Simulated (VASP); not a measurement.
## MgO: single point with LDA

**What was measured.**

From “Electronic structure of alkaline earth and post-transition metal oxides”, 2009, arxiv:0908.1581, for a bulk crystal of MgO: band gap 7.83 eV.

The system is MgO.

```xyz
2
Lattice="0.0000 2.0796 2.0796 2.0796 0.0000 2.0796 2.0796 2.0796 0.0000" Properties=species:S:1:pos:R:3 pbc="T T T"
Mg    0.0000    0.0000    0.0000
O     2.0796    2.0796    2.0796
```

| Item | Value |
| --- | --- |
| Program | VASP 6.6.1 |
| Task | single point |
| Functional | LDA |
| Potentials or basis | VASP PAW LDA potentials, release 64 (Mg, O) |
| Cutoff | 520 eV |
| k mesh | 10 × 10 × 10 |
| Occupations | gaussian, width 0.02 eV |
| Spin | no spin polarisation |

```yaml
Pressure: -1.7 GPa
Band_gap_on_the_k_mesh: 5.03 eV, direct
```

Levels at points of the mesh, in eV from the valence-band top:
```tsv
k point	band 1	band 2	band 3	band 4	band 5	band 6	band 7	band 8
(0.00, 0.00, 0.00)	-17.21	0.00	0.00	0.00	5.03	15.73	15.73	15.73
(0.50, 0.00, 0.00)	-15.75	-4.87	-0.71	-0.71	7.97	12.83	16.39	16.39
(0.50, 0.50, 0.00)	-15.47	-4.31	-1.43	-1.43	8.92	10.12	13.30	19.21
```

Wall time 4.2 s on 1 thread of Intel(R) Xeon(R) 6975P-C (Granite Rapids), on a shared host, peak memory 0.13 GiB.

A measured gap of MgO is 7.83 eV (quoted in “Electronic structure of alkaline earth and post-transition metal oxides”, 2009, arxiv:0908.1581); the calculated 5.03 eV misses it by -2.80 eV. The value is that of LDA, without temperature or zero-point motion. Semilocal functionals fall short of measured gaps as a rule.
